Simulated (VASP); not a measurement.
# GaGe (F-43m) in VASP: a series of runs, part 2 of 2

VASP 6.6.1.

## (3) Single point, PBE

This run uses another cell than the first one, of 21.05 Å³/atom, 1.095 times its volume.

INCAR

```
SYSTEM = GaGe
PREC     = Accurate       ! precision mode
ENCUT    = 520            ! plane-wave cutoff, eV
EDIFF    = 1E-7           ! SCF threshold, eV
ISMEAR   = -1             ! smearing method
SIGMA    = 0.05           ! smearing width, eV
LREAL    = .False.        ! projectors in reciprocal space
LASPH    = .True.         ! aspherical terms in the spheres
NELM     = 60             ! most SCF steps
ALGO     = Normal         ! electronic algorithm
ISIF     = 2              ! what is computed and relaxed
LWAVE    = .False.        ! write WAVECAR
LCHARG   = .True.         ! write CHGCAR
GGA      = PE             ! functional
LELF     = .True.         ! ELF
LVHAR    = .True.       
NBANDS   = 20             ! bands
```

KPOINTS

```
regular mesh
0
Gamma
  8 8 8
  0 0 0
```

POSCAR

```
GaGe
1.0
    0.0000000000      2.7613260759      2.7613260759
    2.7613260759      0.0000000000      2.7613260759
    2.7613260759      2.7613260759      0.0000000000
Ge Ga
1 1
Direct
    0.0000000000      0.0000000000      0.0000000000
    0.2500000000      0.2500000000      0.2500000000
```

Potentials or basis: VASP PAW PBE potentials, release 64 (Ge_d, Ga_d).

Launch:

```bash
$ cat potpaw_PBE.64/Ge_d/POTCAR potpaw_PBE.64/Ga_d/POTCAR > POTCAR
$ mpirun -np 1 vasp_std > vasp.out
```

OUTCAR:

```text
SYSTEM = GaGe
   PREC = Accurate
   ENCUT = 520
   EDIFF = 1E-7
   ISMEAR = -1
   LREAL = .False.
   LASPH = .True.
   NELM = 60
   ISIF = 2
   GGA = PE

 ion  position               nearest neighbor table
   1  0.000  0.000  0.000-   2 2.39   2 2.39   2 2.39   2 2.39
   2  0.250  0.250  0.250-   1 2.39   1 2.39   1 2.39   1 2.39

  LATTYP: Found a face centered cubic cell.
 ALAT       =     5.5226521518

  Lattice vectors:

 A1 = (   0.0000000000,   2.7613260759,   2.7613260759)
 A2 = (   2.7613260759,   0.0000000000,   2.7613260759)
 A3 = (   2.7613260759,   2.7613260759,   0.0000000000)

Analysis of symmetry for initial positions (statically):
=====================================================================
 Subroutine PRICEL returns:
 Original cell was already a primitive cell.

 Routine SETGRP: Setting up the symmetry group for a
 face centered cubic supercell.

 Subroutine GETGRP returns: Found 24 space group operations
 (whereof 24 operations were pure point group operations)
 out of a pool of 48 trial point group operations.

The static configuration has the point symmetry T_d .

Analysis of symmetry for dynamics (positions and initial velocities):
=====================================================================
 Subroutine PRICEL returns:
 Original cell was already a primitive cell.

 Routine SETGRP: Setting up the symmetry group for a
 face centered cubic supercell.

 Subroutine GETGRP returns: Found 24 space group operations
 (whereof 24 operations were pure point group operations)
 out of a pool of 48 trial point group operations.

The dynamic configuration has the point symmetry T_d .

 Subroutine INISYM returns: Found 24 space group operations
 (whereof 24 operations are pure point group operations),
 and found     1 'primitive' translations
[... 101 lines left out ...]
   ISIF   =      2    stress and relaxation
   ISYM   =      2    0-nonsym 1-usesym 2-fastsym
   POTIM  = 0.5000    time-step for ionic-motion
   TEBEG  =    0.0;   TEEND  =   0.0 temperature during run
   PSTRESS=    0.0 pullay stress
   NELECT =      27.0000    total number of electrons
   NUPDOWN=      -1.0000    fix difference up-down
   EMIN   =  10.00;   EMAX   =-10.00  energy-range for DOS
   EFERMI =   0.00;   METHOD = LEGACY
   ISMEAR =    -1;   SIGMA  =   0.05  broadening in eV -4-tet -1-fermi 0-gaus
   EFERMI_NEDOS =   21; number of points for ismear=-14 and -15
   IALGO  =     38    algorithm
   IMIX   =      4    mixing-type and parameters
     AMIX     =   0.40;   BMIX     =  1.00
     AMIX_MAG =   1.60;   BMIX_MAG =  1.00
  volume/ion in A,a.u.               =      21.05       142.09
  Fermi-wavevector in a.u.,A,eV,Ry     =   1.411676  2.667681 27.114090  1.992829
  Thomas-Fermi vector in A             =   2.533503
   LORBIT       =      0    0 simple, 1 ext, 2 COOP (PROOUT), +10 PAW based schemes
   GGA     = PE    functional components
   LHFCALC =     F    Hartree Fock is set to
   AEXX    =    0.0000 exact exchange contribution
   IVDW    =     0    specifies the selected vdW correction
   LEPSILON=     F    determine dielectric tensor
   LRPA    =     F    only Hartree local field effects (RPA)
 non-spin polarized calculation
  energy-cutoff  :      520.00
  volume of cell :       42.11
 maximum number of plane-waves:      1158
 NGX is ok and might be reduce to    30
   NGX = 15   NGY = 15   NGZ = 15

 number of electron      26.9999996 magnetization

 Free energy of the ion-electron system (eV)
  ---------------------------------------------------
  ext. energy  EPLUGINS =         0.00000000
  ---------------------------------------------------
  free energy    TOTEN  =        -6.90991341 eV

  energy without entropy =       -6.90031763  energy(sigma->0) =       -6.90511552

 E-fermi :   4.2202     XC(G=0): -10.2358

 val. band max:        4.1294798393   @ k =   0.1250   0.0000   0.0000
 cond. band min:       4.2204436121   @ k =  -0.1250   0.1250   0.0000
 fundamental gap:      0.0909637729
 Fermi energy:         4.2202302087

 k-point     1 :       0.0000    0.0000    0.0000
  band No.  band energies     occupation
      1     -19.7493      2.00000
      2     -19.7493      2.00000
      3     -19.7493      2.00000
      4     -19.7190      2.00000
      5     -19.7190      2.00000
      6     -10.2605      2.00000
[... 541 lines left out ...]
     19      13.9884      0.00000
     20      16.8778      0.00000

 [... further k-points ...]
[... 5 lines left out ...]
  --------------------------------------------------------------------------------------
  -------------------------------------------------------------------------------------
  Total        2.6452018      2.6452018      2.6452018      0.0000000      0.0000000      0.0000000
  in kB      100.6436346    100.6436346    100.6436346      0.0000000      0.0000000      0.0000000
  external PRESSURE =     100.6436346 kB  Pullay stress =       0.0000000 kB

 VOLUME and BASIS-vectors are now :
 -----------------------------------------------------------------------------
  energy-cutoff  :      520.00
  volume of cell :       42.11
      direct lattice vectors                 reciprocal lattice vectors
     0.000000000  2.761326076  2.761326076    -0.181072422  0.181072422  0.181072422
     2.761326076  0.000000000  2.761326076     0.181072422 -0.181072422  0.181072422
     2.761326076  2.761326076  0.000000000     0.181072422  0.181072422 -0.181072422

 POSITION                                       TOTAL-FORCE (eV/Angst)
 -----------------------------------------------------------------------------------
      0.00000      0.00000      0.00000        -0.000000     -0.000000      0.000000
      1.38066      1.38066      1.38066         0.000000      0.000000     -0.000000
 -----------------------------------------------------------------------------------
    total drift:                                0.000000      0.000000      0.000001

  FREE ENERGIE OF THE ION-ELECTRON SYSTEM (eV)
  ---------------------------------------------------
  free  energy   TOTEN  =        -6.9099134084 eV

  energy  without entropy=       -6.9003176271  energy(sigma->0) =       -6.90511552
```

stdout:

```text
POSCAR found type information on POSCAR GeGa
 POSCAR found :  2 types and       2 ions
 scaLAPACK will be used
 LDA part: xc-table for (Slater+PW92), standard interpolation
 POSCAR, INCAR and KPOINTS ok, starting setup
 FFT: planning ... GRIDC
 FFT: planning ... GRID_SOFT
 FFT: planning ... GRID
 WAVECAR not read
 entering main loop
```

It took 13 s on 1 thread of Intel Xeon 6975P-C (Granite Rapids), shared host; peak memory 0.18 GiB.

Results:

```yaml
Free_energy: -6.9099 eV
Pressure: 10.1 GPa
```

Levels at points of the mesh, in eV from the Fermi level:
| k point | band 10 | band 11 | band 12 | band 13 | band 14 | band 15 | band 16 | band 17 | band 18 | band 19 |
| --- | --- | --- | --- | --- | --- | --- | --- | --- | --- | --- |
| (0.00, 0.00, 0.00) | -14.39 | -11.41 | 1.99 | 1.99 | 1.99 | 3.54 | 4.68 | 4.68 | 4.68 | 8.35 |
| (0.50, 0.00, 0.00) | -14.39 | -9.03 | -5.90 | 0.44 | 0.44 | 2.79 | 5.66 | 5.66 | 8.50 | 12.78 |
| (0.50, 0.50, 0.00) | -14.38 | -7.76 | -6.20 | -1.50 | -1.50 | 2.36 | 2.54 | 12.47 | 12.47 | 13.96 |

## (4) Single point, PBE

This run uses another cell than the first one, of 22.46 Å³/atom, 1.168 times its volume.

INCAR

```
SYSTEM = GaGe
PREC     = Accurate       ! precision mode
ENCUT    = 520            ! plane-wave cutoff, eV
EDIFF    = 1E-6           ! SCF threshold, eV
ISMEAR   = -1             ! smearing method
SIGMA    = 0.05           ! smearing width, eV
LREAL    = .FALSE.        ! projectors in reciprocal space
LASPH    = .TRUE.         ! aspherical terms in the spheres
NELM     = 100            ! most SCF steps
ALGO     = Normal         ! electronic algorithm
ISIF     = 2              ! what is computed and relaxed
LWAVE    = .FALSE.        ! write WAVECAR
LCHARG   = .FALSE.        ! write CHGCAR
GGA      = PE             ! functional
NBANDS   = 20             ! bands
```

KPOINTS

```
Automatic mesh
0
G
  8 8 8
  0 0 0
```

POSCAR

```
GaGe
1.0
    0.0000000000      2.8212796273      2.8212796273
    2.8212796273      0.0000000000      2.8212796273
    2.8212796273      2.8212796273      0.0000000000
Ge Ga
1 1
Direct
    0.0000000000      0.0000000000      0.0000000000
    0.2500000000      0.2500000000      0.2500000000
```

Launch:

```bash
$ cat potpaw_PBE.64/Ge_d/POTCAR potpaw_PBE.64/Ga_d/POTCAR > POTCAR
$ mpirun -np 1 vasp_std > vasp.out
```

Wall time 11 s (1 thread of Intel Xeon 6975P-C (Granite Rapids), shared host); peak memory 0.18 GiB.

It converged, with:

```
Free energy : -7.0401 eV
Pressure    : 5.0 GPa
```

Levels at points of the mesh, in eV from the Fermi level:
```tsv
k point	band 10	band 11	band 12	band 13	band 14	band 15	band 16	band 17	band 18	band 19
(0.00, 0.00, 0.00)	-14.32	-10.99	1.86	1.86	1.86	2.87	4.55	4.55	4.55	8.06
(0.50, 0.00, 0.00)	-14.32	-8.81	-5.64	0.42	0.42	2.46	5.53	5.53	8.38	12.17
(0.50, 0.50, 0.00)	-14.32	-7.64	-6.01	-1.37	-1.37	2.36	2.51	11.81	11.81	13.17
```

## (5) Single point, PBE

This run uses another cell than the first one, of 23.53 Å³/atom, 1.224 times its volume.

INCAR

```
  PREC = Accurate
  ENCUT = 520
  EDIFF = 1E-7
  ISMEAR = -1
  SIGMA = 0.05
  LREAL = F
  LASPH = T
  NELM = 80
  ALGO = Normal
  ISIF = 2
  LWAVE = F
  LCHARG = T
  GGA = PE
  LELF = T
  LVHAR = T
  NBANDS = 20
```

KPOINTS

```
regular mesh
0
Gamma
  8 8 8
```

POSCAR

```
GaGe
1.0
    0.0000000000      2.8657274343      2.8657274343
    2.8657274343      0.0000000000      2.8657274343
    2.8657274343      2.8657274343      0.0000000000
Ge Ga
1 1
Direct
    0.0000000000      0.0000000000      0.0000000000
    0.2500000000      0.2500000000      0.2500000000
```

Potentials or basis: VASP PAW PBE potentials, release 64 (Ge_d, Ga_d).

Launch:

```bash
$ cat potpaw_PBE.64/Ge_d/POTCAR potpaw_PBE.64/Ga_d/POTCAR > POTCAR
$ mpirun -np 1 vasp_std > vasp.out
```

OUTCAR:

```text
PREC = Accurate
   ENCUT = 520
   EDIFF = 1E-7
   ISMEAR = -1
   LREAL = F
   LASPH = T
   NELM = 80
   ISIF = 2
   GGA = PE

 ion  position               nearest neighbor table
   1  0.000  0.000  0.000-   2 2.48   2 2.48   2 2.48   2 2.48
   2  0.250  0.250  0.250-   1 2.48   1 2.48   1 2.48   1 2.48

  LATTYP: Found a face centered cubic cell.
 ALAT       =     5.7314548686

  Lattice vectors:

 A1 = (   0.0000000000,   2.8657274343,   2.8657274343)
 A2 = (   2.8657274343,   0.0000000000,   2.8657274343)
 A3 = (   2.8657274343,   2.8657274343,   0.0000000000)

Analysis of symmetry for initial positions (statically):
=====================================================================
 Subroutine PRICEL returns:
 Original cell was already a primitive cell.

 Routine SETGRP: Setting up the symmetry group for a
 face centered cubic supercell.

 Subroutine GETGRP returns: Found 24 space group operations
 (whereof 24 operations were pure point group operations)
 out of a pool of 48 trial point group operations.

The static configuration has the point symmetry T_d .

Analysis of symmetry for dynamics (positions and initial velocities):
=====================================================================
 Subroutine PRICEL returns:
 Original cell was already a primitive cell.

 Routine SETGRP: Setting up the symmetry group for a
 face centered cubic supercell.

 Subroutine GETGRP returns: Found 24 space group operations
 (whereof 24 operations were pure point group operations)
 out of a pool of 48 trial point group operations.

The dynamic configuration has the point symmetry T_d .

 Subroutine INISYM returns: Found 24 space group operations
 (whereof 24 operations are pure point group operations),
 and found     1 'primitive' translations

[... 99 lines left out ...]
   NFREE  =      0    steps in history (QN), initial steepest desc. (CG)
   ISIF   =      2    stress and relaxation
   ISYM   =      2    0-nonsym 1-usesym 2-fastsym
   POTIM  = 0.5000    time-step for ionic-motion
   TEBEG  =    0.0;   TEEND  =   0.0 temperature during run
   PSTRESS=    0.0 pullay stress
   NELECT =      27.0000    total number of electrons
   NUPDOWN=      -1.0000    fix difference up-down
   EMIN   =  10.00;   EMAX   =-10.00  energy-range for DOS
   EFERMI =   0.00;   METHOD = LEGACY
   ISMEAR =    -1;   SIGMA  =   0.05  broadening in eV -4-tet -1-fermi 0-gaus
   EFERMI_NEDOS =   21; number of points for ismear=-14 and -15
   IALGO  =     38    algorithm
   IMIX   =      4    mixing-type and parameters
     AMIX     =   0.40;   BMIX     =  1.00
     AMIX_MAG =   1.60;   BMIX_MAG =  1.00
  volume/ion in A,a.u.               =      23.53       158.82
  Fermi-wavevector in a.u.,A,eV,Ry     =   1.360247  2.570495 25.174489  1.850273
  Thomas-Fermi vector in A             =   2.486926
   LORBIT       =      0    0 simple, 1 ext, 2 COOP (PROOUT), +10 PAW based schemes
   GGA     = PE    functional components
   LHFCALC =     F    Hartree Fock is set to
   AEXX    =    0.0000 exact exchange contribution
   IVDW    =     0    specifies the selected vdW correction
   LEPSILON=     F    determine dielectric tensor
   LRPA    =     F    only Hartree local field effects (RPA)
 non-spin polarized calculation
  energy-cutoff  :      520.00
  volume of cell :       47.07
 maximum number of plane-waves:      1287
   NGX = 15   NGY = 15   NGZ = 15

 number of electron      26.9999981 magnetization

 Free energy of the ion-electron system (eV)
  ---------------------------------------------------
  ext. energy  EPLUGINS =         0.00000000
  ---------------------------------------------------
  free energy    TOTEN  =        -7.08761093 eV

  energy without entropy =       -7.07921659  energy(sigma->0) =       -7.08341376

 E-fermi :   3.3144     XC(G=0):  -9.7080

 val. band max:        3.0609371049   @ k =   0.2500   0.2500   0.0000
 cond. band min:       3.3528211436   @ k =   0.3750   0.1250   0.0000
 fundamental gap:      0.2918840388
 Fermi energy:         3.3144065617

 k-point     1 :       0.0000    0.0000    0.0000
  band No.  band energies     occupation
      1     -20.6273      2.00000
      2     -20.6273      2.00000
      3     -20.6273      2.00000
      4     -20.6058      2.00000
      5     -20.6058      2.00000
      6     -11.0511      2.00000
[... 541 lines left out ...]
     19      12.5581      0.00000
     20      15.4098      0.00000

 [... further k-points ...]
[... 5 lines left out ...]
  --------------------------------------------------------------------------------------
  -------------------------------------------------------------------------------------
  Total        0.6048571      0.6048571      0.6048571     -0.0000000      0.0000000     -0.0000000
  in kB       20.5886897     20.5886897     20.5886897     -0.0000000      0.0000000     -0.0000000
  external PRESSURE =      20.5886897 kB  Pullay stress =       0.0000000 kB

 VOLUME and BASIS-vectors are now :
 -----------------------------------------------------------------------------
  energy-cutoff  :      520.00
  volume of cell :       47.07
      direct lattice vectors                 reciprocal lattice vectors
     0.000000000  2.865727434  2.865727434    -0.174475770  0.174475770  0.174475770
     2.865727434  0.000000000  2.865727434     0.174475770 -0.174475770  0.174475770
     2.865727434  2.865727434  0.000000000     0.174475770  0.174475770 -0.174475770

 POSITION                                       TOTAL-FORCE (eV/Angst)
 -----------------------------------------------------------------------------------
      0.00000      0.00000      0.00000        -0.000000     -0.000000     -0.000000
      1.43286      1.43286      1.43286         0.000000      0.000000      0.000000
 -----------------------------------------------------------------------------------
    total drift:                               -0.000000     -0.000000     -0.000000

  FREE ENERGIE OF THE ION-ELECTRON SYSTEM (eV)
  ---------------------------------------------------
  free  energy   TOTEN  =        -7.0876109285 eV

  energy  without entropy=       -7.0792165898  energy(sigma->0) =       -7.08341376
```

stdout:

```text
POSCAR found type information on POSCAR GeGa
 POSCAR found :  2 types and       2 ions
 scaLAPACK will be used
 LDA part: xc-table for (Slater+PW92), standard interpolation
 POSCAR, INCAR and KPOINTS ok, starting setup
 FFT: planning ... GRIDC
 FFT: planning ... GRID_SOFT
 FFT: planning ... GRID
 WAVECAR not read
 entering main loop
```

Wall time 12 s (1 thread of Intel Xeon 6975P-C (Granite Rapids), shared host); peak memory 0.18 GiB.

What came out:

- Free energy: -7.0876 eV
- Pressure: 2.1 GPa

## (6) Overview

| cell | gap on the mesh (eV) | pressure (GPa) |
| --- | --- | --- |
| a = 3.788 Å, angles 60.0°, 2 atoms | none | 20.0 |
| a = 3.905 Å, angles 60.0°, 2 atoms | none | 10.1 |
| a = 3.990 Å, angles 60.0°, 2 atoms | none | 5.0 |
| a = 4.053 Å, angles 60.0°, 2 atoms | none | 2.1 |

Alike in all rows: task single point; level PBE; potentials or basis VASP PAW PBE potentials, release 64 (Ge_d, Ga_d); no spin polarisation; k mesh 8 × 8 × 8; cutoff (eV) 520; smearing fermi-dirac 0.05 eV.

Total energies depend on the potentials used, so only differences within one code and one set of settings carry meaning.
